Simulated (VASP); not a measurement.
# CdSe (P6_3mc) in VASP: single point with PBE

Aim: the single point of CdSe with PBE.

Program: VASP 6.6.1. These are calculated values, not measurements. Logs are shortened: lines on timing, memory, paths and dates and some standing lists are left out, and cuts for length are marked.

## Step 1: The cell of the first run

The structure is hexagonal, space group P6_3mc (No. 186). The conventional cell has a = 4.384 Å, b = 4.384 Å, c = 7.154 Å, α = 90.00°, β = 90.00°, γ = 120.00°. Cd (site symmetry 3m) has 4 Se at 2.68 to 2.69 Å within 3.5 Å. Within 3.5 Å of Se (site symmetry 3m) lie 4 Cd at 2.68 to 2.69 Å.

## Step 2: Single point, PBE

Input file INCAR:

```
ALGO = Normal
EDIFF = 1E-7
ENCUT = 520
GGA = PE
ISIF = 2
ISMEAR = 0
LASPH = True
LCHARG = False
LREAL = False
LWAVE = False
NBANDS = 26
NELM = 100
PREC = Accurate
SIGMA = 0.02
```

Input file KPOINTS:

```
k-points
0
Gamma
  6 6 4
```

Input file POSCAR:

```
CdSe
1.0
    4.3843250071      0.0000000000      0.0000000000
   -2.1921625035      3.7969368346      0.0000000000
    0.0000000000      0.0000000000      7.1540698684
Cd Se
2 2
Direct
    0.6666666667      0.3333333333      0.5000325149
    0.3333333333      0.6666666667      1.0000325149
    0.6666666667      0.3333333333      0.8758274851
    0.3333333333      0.6666666667      0.3758274851
```

Potentials or basis: VASP PAW PBE potentials, release 64 (Cd, Se).

Run with:

```bash
$ cat potpaw_PBE.64/Cd/POTCAR potpaw_PBE.64/Se/POTCAR > POTCAR
$ mpirun -np 1 vasp_std > vasp.out
```

OUTCAR:

```text
EDIFF = 1E-7
   ENCUT = 520
   GGA = PE
   ISIF = 2
   ISMEAR = 0
   LASPH = True
   LREAL = False
   NELM = 100
   PREC = Accurate

 ion  position               nearest neighbor table
   1  0.667  0.333  0.500-   4 2.68   4 2.68   4 2.68   3 2.69
   2  0.333  0.667  0.000-   3 2.68   3 2.68   3 2.68   4 2.69
   3  0.667  0.333  0.876-   2 2.68   2 2.68   2 2.68   1 2.69
   4  0.333  0.667  0.376-   1 2.68   1 2.68   1 2.68   2 2.69

  LATTYP: Found a hexagonal cell.
 ALAT       =     4.3843250071
 C/A-ratio  =     1.6317380342

  Lattice vectors:

 A1 = (   4.3843250071,   0.0000000000,   0.0000000000)
 A2 = (  -2.1921625035,   3.7969368346,   0.0000000000)
 A3 = (   0.0000000000,   0.0000000000,   7.1540698684)

Analysis of symmetry for initial positions (statically):
=====================================================================
 Subroutine PRICEL returns:
 Original cell was already a primitive cell.

 Routine SETGRP: Setting up the symmetry group for a
 hexagonal supercell.

 Subroutine GETGRP returns: Found 12 space group operations
 (whereof  6 operations were pure point group operations)
 out of a pool of 24 trial point group operations.

The static configuration has the point symmetry C_3v.
 The point group associated with its full space group is C_6v.

Analysis of symmetry for dynamics (positions and initial velocities):
=====================================================================
 Subroutine PRICEL returns:
 Original cell was already a primitive cell.

 Routine SETGRP: Setting up the symmetry group for a
 hexagonal supercell.

 Subroutine GETGRP returns: Found 12 space group operations
 (whereof  6 operations were pure point group operations)
 out of a pool of 24 trial point group operations.

The dynamic configuration has the point symmetry C_3v.
 The point group associated with its full space group is C_6v.

 Subroutine INISYM returns: Found 12 space group operations
 (whereof  6 operations are pure point group operations),
 and found     1 'primitive' translations

----------------------------------------------------------------------------------------

                                     Primitive cell

  volume of cell :     119.0938

  direct lattice vectors                    reciprocal lattice vectors
     4.384325007  0.000000000  0.000000000     0.228085281  0.131685098  0.000000000
    -2.192162504  3.796936835  0.000000000     0.000000000  0.263370196  0.000000000
     0.000000000  0.000000000  7.154069868     0.000000000  0.000000000  0.139780575

  length of vectors
     4.384325007  4.384325007  7.154069868     0.263370196  0.263370196  0.139780575

  position of ions in fractional coordinates (direct lattice)
     0.666666667  0.333333333  0.500032515
     0.333333333  0.666666667  0.000032515
     0.666666667  0.333333333  0.875827485
     0.333333333  0.666666667  0.375827485

  ion indices of the primitive-cell ions
   primitive index   ion index
                 1           1
                 2           2
                 3           3
                 4           4

----------------------------------------------------------------------------------------

 KPOINTS: k-points

Automatic generation of k-mesh.
 Grid dimensions read from file:
 generate k-points for:    6    6    4

 Generating k-lattice:

  Cartesian coordinates                     Fractional coordinates (reciprocal lattice)
     0.038014213  0.021947516  0.000000000     0.166666667  0.000000000  0.000000000
     0.000000000  0.043895033  0.000000000     0.000000000  0.166666667  0.000000000
     0.000000000  0.000000000  0.034945144     0.000000000  0.000000000  0.250000000

  Length of vectors
     0.043895033  0.043895033  0.034945144

  Shift w.r.t. Gamma in fractional coordinates (k-lattice)
     0.000000000  0.000000000  0.000000000

 Subroutine IBZKPT returns following result:
 ===========================================

 Found     21 irreducible k-points:

 Following reciprocal coordinates:
            Coordinates               Weight
  0.000000  0.000000  0.000000      1.000000
  0.166667  0.000000  0.000000      6.000000
  0.333333  0.000000  0.000000      6.000000
  0.500000  0.000000  0.000000      3.000000
  0.166667  0.166667  0.000000      6.000000
  0.333333  0.166667  0.000000     12.000000
[... 13 lines left out ...]
  0.333333  0.166667  0.500000     12.000000
  0.333333  0.333333  0.500000      2.000000
   k-points           NKPTS =     21   k-points in BZ     NKDIM =     21   number of bands    NBANDS=     26
   number of dos      NEDOS =    301   number of ions     NIONS =      4
   total plane-waves  NPLWV =  69984
   dimension x,y,z NGX =    36 NGY =   36 NGZ =   54
   dimension x,y,z NGXF=    72 NGYF=   72 NGZF=  108
   ions per type =               2   2
   NGX,Y,Z   is equivalent  to a cutoff of  13.65, 13.65, 12.55 a.u.
   NGXF,Y,Z  is equivalent  to a cutoff of  27.30, 27.30, 25.10 a.u.
 SYSTEM =  unknown system
   PREC   = accura    normal or accurate (medium, high low for compatibility)
   ISTART =      0    job   : 0-new  1-cont  2-samecut
   ICHARG =      2    charge: 1-file 2-atom 10-const
   ISPIN  =      1    spin polarized calculation?
   LNONCOLLINEAR =      F non collinear calculations
   LSORBIT =      F    spin-orbit coupling
   LASPH  =      T    aspherical Exc in radial PAW
   ENCUT  =  520.0 eV  38.22 Ry    6.18 a.u.   8.15  8.15 13.30*2*pi/ulx,y,z
   NELM   =    100;   NELMIN=  2; NELMDL= -5     # of ELM steps
   EDIFF  = 0.1E-06   stopping-criterion for ELM
   LREAL  =      F    real-space projection
   EDIFFG = 0.1E-05   stopping-criterion for IOM
   NSW    =      0    number of steps for IOM
   IBRION =     -1    ionic relax: 0-MD 1-quasi-New 2-CG
   NFREE  =      0    steps in history (QN), initial steepest desc. (CG)
   ISIF   =      2    stress and relaxation
   ISYM   =      2    0-nonsym 1-usesym 2-fastsym
   POTIM  = 0.5000    time-step for ionic-motion
   TEBEG  =    0.0;   TEEND  =   0.0 temperature during run
   PSTRESS=    0.0 pullay stress
   NELECT =      36.0000    total number of electrons
   NUPDOWN=      -1.0000    fix difference up-down
   EMIN   =  10.00;   EMAX   =-10.00  energy-range for DOS
   EFERMI =   0.00;   METHOD = LEGACY
   ISMEAR =     0;   SIGMA  =   0.02  broadening in eV -4-tet -1-fermi 0-gaus
   EFERMI_NEDOS =   21; number of points for ismear=-14 and -15
   IALGO  =     38    algorithm
   IMIX   =      4    mixing-type and parameters
     AMIX     =   0.40;   BMIX     =  1.00
     AMIX_MAG =   1.60;   BMIX_MAG =  1.00
  volume/ion in A,a.u.               =      29.77       200.92
  Fermi-wavevector in a.u.,A,eV,Ry     =   1.098700  2.076242 16.424168  1.207142
  Thomas-Fermi vector in A             =   2.235082
   LORBIT       =      0    0 simple, 1 ext, 2 COOP (PROOUT), +10 PAW based schemes
   GGA     = PE    functional components
   LHFCALC =     F    Hartree Fock is set to
   AEXX    =    0.0000 exact exchange contribution
   IVDW    =     0    specifies the selected vdW correction
   LEPSILON=     F    determine dielectric tensor
   LRPA    =     F    only Hartree local field effects (RPA)
 non-spin polarized calculation
 Gauss-broadening in eV      SIGMA  =   0.02
  energy-cutoff  :      520.00
  volume of cell :      119.09
 maximum number of plane-waves:      3240
 NGX is ok and might be reduce to    36
   NGX = 17   NGY = 17   NGZ = 27

 number of electron      36.0000015 magnetization

 Free energy of the ion-electron system (eV)
  ---------------------------------------------------
  ext. energy  EPLUGINS =         0.00000000
  ---------------------------------------------------
  free energy    TOTEN  =       -10.99095526 eV

  energy without entropy =      -10.99095526  energy(sigma->0) =      -10.99095526

 E-fermi :   0.6143     XC(G=0):  -8.6228

 val. band max:        0.5133574472   @ k =   0.0000   0.0000   0.0000
 cond. band min:       1.0524803535   @ k =   0.0000   0.0000   0.0000
 fundamental gap:      0.5391229062
 Fermi energy:         0.6143489823

 k-point     1 :       0.0000    0.0000    0.0000
  band No.  band energies     occupation
      1     -11.7839      2.00000
      2     -11.4550      2.00000
      3      -7.2438      2.00000
      4      -7.2383      2.00000
      5      -7.2383      2.00000
      6      -7.1806      2.00000
[... 18 lines left out ...]
     25       7.4668      0.00000
     26       8.0116      0.00000

 k-point     2 :       0.1667    0.0000    0.0000
  band No.  band energies     occupation
      1     -11.7117      2.00000
      2     -11.4227      2.00000
      3      -7.2219      2.00000
      4      -7.2138      2.00000
      5      -7.1782      2.00000
      6      -7.1468      2.00000
[... 18 lines left out ...]
     25       7.6498      0.00000
     26       8.0507      0.00000

 k-point     3 :       0.3333    0.0000    0.0000
  band No.  band energies     occupation
      1     -11.5547      2.00000
      2     -11.3683      2.00000
      3      -7.1840      2.00000
      4      -7.1752      2.00000
      5      -7.0841      2.00000
      6      -7.0787      2.00000
[... 18 lines left out ...]
     25       8.2853      0.00000
     26       8.5277      0.00000

 k-point     4 :       0.5000    0.0000    0.0000
  band No.  band energies     occupation
      1     -11.4606      2.00000
      2     -11.3557      2.00000
      3      -7.1706      2.00000
      4      -7.1625      2.00000
      5      -7.0472      2.00000
      6      -7.0327      2.00000
[... 18 lines left out ...]
     25       8.3115      0.00000
     26       9.9626      0.00000
[... 409 lines left out ...]
      1     -11.4841      2.00000
      2     -11.4841      2.00000
      3      -7.1544      2.00000
      4      -7.1544      2.00000
      5      -7.1360      2.00000
      6      -7.1360      2.00000
[... 18 lines left out ...]
     25       7.9358      0.00000
     26       7.9358      0.00000

 k-point    20 :       0.3333    0.1667    0.5000
  band No.  band energies     occupation
      1     -11.4032      2.00000
      2     -11.4032      2.00000
      3      -7.1311      2.00000
      4      -7.1311      2.00000
      5      -7.1068      2.00000
      6      -7.1068      2.00000
[... 18 lines left out ...]
     25       8.3657      0.00000
     26       8.3657      0.00000

 k-point    21 :       0.3333    0.3333    0.5000
  band No.  band energies     occupation
      1     -11.3768      2.00000
      2     -11.3768      2.00000
      3      -7.1133      2.00000
      4      -7.1133      2.00000
      5      -7.1054      2.00000
      6      -7.1054      2.00000
[... 18 lines left out ...]
     25       9.0992      0.00000
     26       9.0992      0.00000

------------------------ aborting loop because EDIFF is reached ----------------------------------------

  FORCE on cell =-STRESS in cart. coord.  units (eV):
  Direction    XX          YY          ZZ          XY          YZ          ZX
  --------------------------------------------------------------------------------------
  -------------------------------------------------------------------------------------
  Total        0.1660962      0.1660962      0.1634604      0.0000000      0.0000000      0.0000000
  in kB        2.2345031      2.2345031      2.1990435      0.0000000      0.0000000      0.0000000
  external PRESSURE =       2.2226832 kB  Pullay stress =       0.0000000 kB

 VOLUME and BASIS-vectors are now :
 -----------------------------------------------------------------------------
  energy-cutoff  :      520.00
  volume of cell :      119.09
      direct lattice vectors                 reciprocal lattice vectors
     4.384325007  0.000000000  0.000000000     0.228085281  0.131685098  0.000000000
    -2.192162504  3.796936835  0.000000000     0.000000000  0.263370196  0.000000000
     0.000000000  0.000000000  7.154069868     0.000000000  0.000000000  0.139780575

 POSITION                                       TOTAL-FORCE (eV/Angst)
 -----------------------------------------------------------------------------------
      2.19216      1.26565      3.57727        -0.000000      0.000000      0.000988
     -0.00000      2.53129      0.00023         0.000000     -0.000000      0.000988
      2.19216      1.26565      6.26573        -0.000000     -0.000000     -0.000988
     -0.00000      2.53129      2.68870         0.000000      0.000000     -0.000988
 -----------------------------------------------------------------------------------
    total drift:                               -0.000000     -0.000000      0.000173

  FREE ENERGIE OF THE ION-ELECTRON SYSTEM (eV)
  ---------------------------------------------------
  free  energy   TOTEN  =       -10.9909552591 eV

  energy  without entropy=      -10.9909552591  energy(sigma->0) =      -10.99095526
```

It took 38 s on 1 thread of Intel Xeon Platinum 8488C (Sapphire Rapids), shared host; peak memory 0.27 GiB.

Results:

| Quantity | Value |
| --- | --- |
| Free energy | -10.9910 eV |
| Pressure | 0.2 GPa |
| Band gap on the k mesh | 0.54 eV, direct |

Levels at points of the mesh, in eV from the valence-band top:
| k point | band 16 | band 17 | band 18 | band 19 | band 20 | band 21 |
| --- | --- | --- | --- | --- | --- | --- |
| (0.00, 0.00, 0.00) | -0.04 | 0.00 | 0.00 | 0.54 | 2.14 | 5.85 |
| (0.50, 0.00, 0.00) | -1.67 | -1.20 | -0.68 | 3.09 | 3.32 | 4.78 |
| (0.00, 0.00, 0.50) | -0.36 | -0.36 | -0.36 | 2.26 | 2.26 | 5.76 |
| (0.50, 0.00, 0.50) | -1.24 | -1.21 | -1.21 | 2.90 | 2.90 | 4.83 |

PBE gaps usually lie below the measured ones, often by a third to a half.
